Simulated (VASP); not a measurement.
# Ru (P6_3/mmc) in VASP: notebook

The runs below take Ru through single point, relaxation of cell and atoms, with PBEsol.

Everything below comes from runs of VASP 6.6.1. Logs are shortened: lines on timing, memory, paths and dates and some standing lists are left out, and cuts for length are marked.

## 1. The cell of the first run

Symmetry: P6_3/mmc, No. 194, hexagonal system. Conventional cell: a = 2.690 Å, b = 2.690 Å, c = 4.252 Å, α = 90.00°, β = 90.00°, γ = 120.00°. Within 3.5 Å of Ru (site symmetry -6m2) lie 12 Ru at 2.63 to 2.69 Å.

## 2. Single point, PBEsol

The input, INCAR:

```
SYSTEM = Ru
PREC     = Accurate       ! precision mode
ENCUT    = 520            ! plane-wave cutoff, eV
EDIFF    = 1E-6           ! SCF threshold, eV
ISMEAR   = 0              ! smearing method
SIGMA    = 0.1            ! smearing width, eV
LREAL    = .False.        ! projectors in reciprocal space
LASPH    = .True.         ! aspherical terms in the spheres
NELM     = 60             ! most SCF steps
ALGO     = Normal         ! electronic algorithm
ISIF     = 2              ! what is computed and relaxed
LWAVE    = .False.        ! write WAVECAR
LCHARG   = .False.        ! write CHGCAR
GGA      = PS             ! functional
NBANDS   = 21             ! bands
```

The input, KPOINTS:

```
regular mesh
0
Gamma
  15 15 8
  0 0 0
```

The input, POSCAR:

```
Ru
1.0
    2.6895239996      0.0000000000      0.0000000000
   -1.3447619998      2.3291961078      0.0000000000
    0.0000000000      0.0000000000      4.2519209491
Ru
2
Direct
    0.3333333333      0.6666666667      0.2500000000
    0.6666666667      0.3333333333      0.7500000000
```

Potentials or basis: VASP PAW PBE potentials, release 64 (Ru_pv).

Command:

```console
$ cat potpaw_PBE.64/Ru_pv/POTCAR > POTCAR
$ mpirun -np 1 vasp_std > vasp.out
```

OUTCAR:

```text
SYSTEM = Ru
   PREC = Accurate
   ENCUT = 520
   EDIFF = 1E-6
   ISMEAR = 0
   LREAL = .False.
   LASPH = .True.
   NELM = 60
   ISIF = 2
   GGA = PS

 ion  position               nearest neighbor table
   1  0.333  0.667  0.250-   2 2.63   2 2.63   2 2.63   2 2.63   2 2.63   2 2.63
   2  0.667  0.333  0.750-   1 2.63   1 2.63   1 2.63   1 2.63   1 2.63   1 2.63

  LATTYP: Found a hexagonal cell.
 ALAT       =     2.6895239996
 C/A-ratio  =     1.5809195046

  Lattice vectors:

 A1 = (   2.6895239996,   0.0000000000,   0.0000000000)
 A2 = (  -1.3447619998,   2.3291961078,   0.0000000000)
 A3 = (   0.0000000000,   0.0000000000,   4.2519209491)

Analysis of symmetry for initial positions (statically):
=====================================================================
 Subroutine PRICEL returns:
 Original cell was already a primitive cell.

 Routine SETGRP: Setting up the symmetry group for a
 hexagonal supercell.

 Subroutine GETGRP returns: Found 24 space group operations
 (whereof 12 operations were pure point group operations)
 out of a pool of 24 trial point group operations.

The static configuration has the point symmetry D_3d.
 The point group associated with its full space group is D_6h.

Analysis of symmetry for dynamics (positions and initial velocities):
=====================================================================
 Subroutine PRICEL returns:
 Original cell was already a primitive cell.

 Routine SETGRP: Setting up the symmetry group for a
 hexagonal supercell.

 Subroutine GETGRP returns: Found 24 space group operations
 (whereof 12 operations were pure point group operations)
 out of a pool of 24 trial point group operations.

The dynamic configuration has the point symmetry D_3d.
 The point group associated with its full space group is D_6h.

 Subroutine INISYM returns: Found 24 space group operations
 (whereof 12 operations are pure point group operations),
 and found     1 'primitive' translations

----------------------------------------------------------------------------------------

                                     Primitive cell

  volume of cell :      26.6359

  direct lattice vectors                    reciprocal lattice vectors
     2.689524000  0.000000000  0.000000000     0.371813005  0.214666338  0.000000000
    -1.344762000  2.329196108  0.000000000     0.000000000  0.429332677  0.000000000
     0.000000000  0.000000000  4.251920949     0.000000000  0.000000000  0.235187816

  length of vectors
     2.689524000  2.689524000  4.251920949     0.429332677  0.429332677  0.235187816

  position of ions in fractional coordinates (direct lattice)
     0.333333333  0.666666667  0.250000000
     0.666666667  0.333333333  0.750000000

  ion indices of the primitive-cell ions
   primitive index   ion index
                 1           1
                 2           2

----------------------------------------------------------------------------------------

 KPOINTS: regular mesh

Automatic generation of k-mesh.
 Grid dimensions read from file:
 generate k-points for:   15   15    8

 Generating k-lattice:

  Cartesian coordinates                     Fractional coordinates (reciprocal lattice)
     0.024787534  0.014311089  0.000000000     0.066666667 -0.000000000  0.000000000
     0.000000000  0.028622178  0.000000000     0.000000000  0.066666667  0.000000000
     0.000000000  0.000000000  0.029398477     0.000000000  0.000000000  0.125000000

  Length of vectors
     0.028622178  0.028622178  0.029398477

  Shift w.r.t. Gamma in fractional coordinates (k-lattice)
     0.000000000  0.000000000  0.000000000

 Subroutine IBZKPT returns following result:
 ===========================================

 Found    135 irreducible k-points:

 Following reciprocal coordinates:
            Coordinates               Weight
  0.000000  0.000000  0.000000      1.000000
  0.066667  0.000000  0.000000      6.000000
  0.133333  0.000000  0.000000      6.000000
  0.200000  0.000000  0.000000      6.000000
  0.266667  0.000000  0.000000      6.000000
  0.333333  0.000000  0.000000      6.000000
[... 16 lines left out ...]
  0.333333  0.200000  0.000000     12.000000
  0.400000  0.200000  0.000000      6.000000
 [... further k-points ...]
   k-points           NKPTS =    135   k-points in BZ     NKDIM =    135   number of bands    NBANDS=     21
   number of dos      NEDOS =    301   number of ions     NIONS =      2
   total plane-waves  NPLWV =  12800
   dimension x,y,z NGX =    20 NGY =   20 NGZ =   32
   dimension x,y,z NGXF=    40 NGYF=   40 NGZF=   64
   ions per type =               2
   NGX,Y,Z   is equivalent  to a cutoff of  12.36, 12.36, 12.51 a.u.
   NGXF,Y,Z  is equivalent  to a cutoff of  24.72, 24.72, 25.02 a.u.
 SYSTEM =  Ru
   PREC   = accura    normal or accurate (medium, high low for compatibility)
   ISTART =      0    job   : 0-new  1-cont  2-samecut
   ICHARG =      2    charge: 1-file 2-atom 10-const
   ISPIN  =      1    spin polarized calculation?
   LNONCOLLINEAR =      F non collinear calculations
   LSORBIT =      F    spin-orbit coupling
   LASPH  =      T    aspherical Exc in radial PAW
   ENCUT  =  520.0 eV  38.22 Ry    6.18 a.u.   5.00  5.00  7.91*2*pi/ulx,y,z
   NELM   =     60;   NELMIN=  2; NELMDL= -5     # of ELM steps
   EDIFF  = 0.1E-05   stopping-criterion for ELM
   LREAL  =      F    real-space projection
   EDIFFG = 0.1E-04   stopping-criterion for IOM
   NSW    =      0    number of steps for IOM
   IBRION =     -1    ionic relax: 0-MD 1-quasi-New 2-CG
   NFREE  =      0    steps in history (QN), initial steepest desc. (CG)
   ISIF   =      2    stress and relaxation
   ISYM   =      2    0-nonsym 1-usesym 2-fastsym
   POTIM  = 0.5000    time-step for ionic-motion
   TEBEG  =    0.0;   TEEND  =   0.0 temperature during run
   PSTRESS=    0.0 pullay stress
   NELECT =      28.0000    total number of electrons
   NUPDOWN=      -1.0000    fix difference up-down
   EMIN   =  10.00;   EMAX   =-10.00  energy-range for DOS
   EFERMI =   0.00;   METHOD = LEGACY
   ISMEAR =     0;   SIGMA  =   0.10  broadening in eV -4-tet -1-fermi 0-gaus
   EFERMI_NEDOS =   21; number of points for ismear=-14 and -15
   IALGO  =     38    algorithm
   IMIX   =      4    mixing-type and parameters
     AMIX     =   0.40;   BMIX     =  1.00
     AMIX_MAG =   1.60;   BMIX_MAG =  1.00
  volume/ion in A,a.u.               =      13.32        89.87
  Fermi-wavevector in a.u.,A,eV,Ry     =   1.664582  3.145605 37.699491  2.770834
  Thomas-Fermi vector in A             =   2.751101
   LORBIT       =      0    0 simple, 1 ext, 2 COOP (PROOUT), +10 PAW based schemes
   GGA     = PS    functional components
   LHFCALC =     F    Hartree Fock is set to
   AEXX    =    0.0000 exact exchange contribution
   IVDW    =     0    specifies the selected vdW correction
   LEPSILON=     F    determine dielectric tensor
   LRPA    =     F    only Hartree local field effects (RPA)
 non-spin polarized calculation
 Gauss-broadening in eV      SIGMA  =   0.10
  energy-cutoff  :      520.00
  volume of cell :       26.64
 maximum number of plane-waves:       735
 NGX is ok and might be reduce to    20
   NGX =  9   NGY =  9   NGZ = 15

 number of electron      27.9999997 magnetization

 Free energy of the ion-electron system (eV)
  ---------------------------------------------------
  ext. energy  EPLUGINS =         0.00000000
  ---------------------------------------------------
  free energy    TOTEN  =       -20.35075019 eV

  energy without entropy =      -20.34348735  energy(sigma->0) =      -20.34711877

 E-fermi :  13.0488     XC(G=0): -14.4003

 val. band max:       13.0449392157   @ k =   0.0000   0.0000   0.3750
 cond. band min:      13.0863912883   @ k =   0.2667   0.0000   0.2500
 fundamental gap:      0.0414520726
 Fermi energy:        13.0487609317

 k-point     1 :       0.0000    0.0000    0.0000
  band No.  band energies     occupation
      1     -30.6235      2.00000
      2     -29.6251      2.00000
      3     -29.6251      2.00000
      4     -29.4426      2.00000
      5     -29.4426      2.00000
      6     -29.3955      2.00000
[... 13 lines left out ...]
     20      23.3105      0.00000
     21      23.6220      0.00000

 k-point     2 :       0.0667    0.0000    0.0000
  band No.  band energies     occupation
      1     -30.6072      2.00000
      2     -29.6597      2.00000
      3     -29.6368      2.00000
      4     -29.4789      2.00000
      5     -29.4473      2.00000
      6     -29.4031      2.00000
[... 13 lines left out ...]
     20      23.3104      0.00000
     21      23.5994      0.00000

 k-point     3 :       0.1333    0.0000    0.0000
  band No.  band energies     occupation
      1     -30.5598      2.00000
      2     -29.7578      2.00000
      3     -29.6692      2.00000
      4     -29.5799      2.00000
      5     -29.4611      2.00000
      6     -29.4258      2.00000
[... 13 lines left out ...]
     20      23.3104      0.00000
     21      23.5274      0.00000

 k-point     4 :       0.2000    0.0000    0.0000
  band No.  band energies     occupation
      1     -30.4855      2.00000
      2     -29.9022      2.00000
      3     -29.7249      2.00000
      4     -29.7154      2.00000
      5     -29.4828      2.00000
      6     -29.4637      2.00000
[... 13 lines left out ...]
     20      23.3102      0.00000
     21      23.4266      0.00000

 k-point     5 :       0.2667    0.0000    0.0000
  band No.  band energies     occupation
      1     -30.3910      2.00000
      2     -30.0680      2.00000
      3     -29.8862      2.00000
      4     -29.7666      2.00000
      5     -29.5162      2.00000
      6     -29.5091      2.00000
[... 13 lines left out ...]
     20      23.3099      0.00000
     21      23.3604      0.00000
[... 382 lines left out ...]
     20      23.3092      0.00000
     21      23.4589      0.00000

 k-point    22 :       0.2667    0.2000    0.0000
  band No.  band energies     occupation
      1     -30.2452      2.00000
      2     -30.1588      2.00000
      3     -30.1510      2.00000
      4     -29.8959      2.00000
      5     -29.6998      2.00000
      6     -29.6683      2.00000
[... 13 lines left out ...]
     20      23.3095      0.00000
     21      24.1746      0.00000

 k-point    23 :       0.3333    0.2000    0.0000
  band No.  band energies     occupation
      1     -30.3182      2.00000
      2     -30.1517      2.00000
      3     -30.0676      2.00000
      4     -29.9751      2.00000
      5     -29.7390      2.00000
      6     -29.7373      2.00000
[... 13 lines left out ...]
     20      23.3089      0.00000
     21      23.4731      0.00000

 k-point    24 :       0.4000    0.2000    0.0000
  band No.  band energies     occupation
      1     -30.3436      2.00000
      2     -30.1421      2.00000
      3     -30.0233      2.00000
      4     -30.0137      2.00000
      5     -29.7761      2.00000
      6     -29.7501      2.00000
[... 13 lines left out ...]
     20      23.3097      0.00000
     21      23.3277      0.00000

 [... further k-points ...]

------------------------ aborting loop because EDIFF is reached ----------------------------------------

  FORCE on cell =-STRESS in cart. coord.  units (eV):
  Direction    XX          YY          ZZ          XY          YZ          ZX
  --------------------------------------------------------------------------------------
  -------------------------------------------------------------------------------------
  Total        0.0056896      0.0056896     -0.0258015     -0.0000000      0.0000000     -0.0000000
  in kB        0.3422378      0.3422378     -1.5519906     -0.0000000      0.0000000     -0.0000000
  external PRESSURE =      -0.2891717 kB  Pullay stress =       0.0000000 kB

 VOLUME and BASIS-vectors are now :
 -----------------------------------------------------------------------------
  energy-cutoff  :      520.00
  volume of cell :       26.64
      direct lattice vectors                 reciprocal lattice vectors
     2.689524000  0.000000000  0.000000000     0.371813005  0.214666338  0.000000000
    -1.344762000  2.329196108  0.000000000     0.000000000  0.429332677  0.000000000
     0.000000000  0.000000000  4.251920949     0.000000000  0.000000000  0.235187816

 POSITION                                       TOTAL-FORCE (eV/Angst)
 -----------------------------------------------------------------------------------
     -0.00000      1.55280      1.06298         0.000000      0.000000      0.000000
      1.34476      0.77640      3.18894        -0.000000     -0.000000      0.000000
 -----------------------------------------------------------------------------------
    total drift:                               -0.000000      0.000000     -0.000000

  FREE ENERGIE OF THE ION-ELECTRON SYSTEM (eV)
  ---------------------------------------------------
  free  energy   TOTEN  =       -20.3507501863 eV

  energy  without entropy=      -20.3434873453  energy(sigma->0) =      -20.34711877
```

It took 95 s on 1 thread of Intel Xeon 8259CL, shared host; peak memory 0.18 GiB.

Results:

```
Free energy            : -20.3508 eV
Pressure               : 0.0 GPa
Band gap on the k mesh : zero (bands 14 and 15 overlap by 3.19 eV)
```

Caveat: the PAW data sets were made with another functional, which shifts forces and pressure a little.

## 3. Relaxation of cell and atoms, PBEsol

This run uses another cell than the first one, of 13.57 Å³/atom.

The input, INCAR:

```
SYSTEM = Ru
PREC = Accurate ; ENCUT = 600
EDIFF = 1E-6 ; ISMEAR = 0
SIGMA = 0.1 ; LREAL = .FALSE.
LASPH = .TRUE. ; NELM = 100
ALGO = Fast ; ISIF = 3
LWAVE = .FALSE. ; LCHARG = .FALSE.
GGA = PS ; IBRION = 2
NSW = 100 ; EDIFFG = -0.005
```

The input, KPOINTS:

```
Automatic mesh
0
G
  18 18 10
  0 0 0
```

The input, POSCAR:

```
Ru
1.0
    2.7057993342      0.0000000000      0.0000000000
   -1.3528996671      2.3432909610      0.0000000000
    0.0000000000      0.0000000000      4.2819000000
Ru
2
Direct
    0.3333333333      0.6666666667      0.2500000000
    0.6666666667      0.3333333333      0.7500000000
```

Potentials or basis: VASP PAW PBE potentials, release 64 (Ru_pv).

Command:

```console
$ cat potpaw_PBE.64/Ru_pv/POTCAR > POTCAR
$ mpirun -np 1 vasp_std > vasp.out
```

Wall time 12 min (1 thread of Intel Xeon 8259CL, shared host); peak memory 0.25 GiB.

It converged, with:

```
Free energy                           : -20.3462 eV
Relaxed volume                        : 13.32 Å³/atom
Relaxed cell                          : a = 2.689 Å, b = 2.689 Å, c = 4.252 Å, α = 90.00°, β = 90.00°, γ = 120.00°
Space group after relaxing (to 0.1 Å) : P6_3/mmc (No. 194)
Energy gained by relaxing             : 5.3 meV/atom
Ionic steps                           : 7
Pressure after relaxing               : 0.0 GPa
Band gap on the k mesh                : zero (bands 14 and 15 overlap by 3.22 eV)
```

The path:
| step | energy change (eV) | largest force (eV/Å) | pressure (GPa) | volume (Å³) |
| --- | --- | --- | --- | --- |
| 1 | 0.0000 | 0.0000 | -6.39 | 27.15 |
| 2 | 0.1010 | 0.0000 | 24.33 | 25.08 |
| 3 | -0.0107 | 0.0000 | -0.09 | 26.64 |
| 4 | -0.0107 | 0.0000 | -0.04 | 26.63 |
| 5 | -0.0107 | 0.0000 | 0.10 | 26.62 |
| 6 | -0.0107 | 0.0000 | -0.32 | 26.65 |
| 7 | -0.0107 | 0.0000 | 0.03 | 26.63 |

Final structure:
```
CELL_PARAMETERS angstrom
2.68923 0.00000 0.00000
-1.34462 2.32894 0.00000
0.00000 0.00000 4.25211
ATOMIC_POSITIONS crystal
Ru 0.33333 0.66667 0.25000
Ru 0.66667 0.33333 0.75000
```

Levels at points of the mesh, in eV from the Fermi level:
```
           k point  band 11  band 12  band 13  band 14  band 15  band 16  band 17  band 18
(0.00, 0.00, 0.00)    -2.48    -1.97    -1.97    -1.43    -1.43     1.24     1.24     1.27
(0.50, 0.00, 0.00)    -2.13    -1.86    -1.56     1.49     1.93     2.01     4.17     6.24
(0.00, 0.00, 0.50)    -2.85    -2.85    -2.79    -2.79     0.58     0.58     0.58     0.58
(0.50, 0.00, 0.50)    -1.09    -1.09     0.45     0.45     1.76     1.76     3.45     3.45
```

Caveat: the PAW data sets were made with another functional, which shifts forces and pressure a little.

The gap in the log of VASP goes by the Fermi energy; the results here count the filled bands.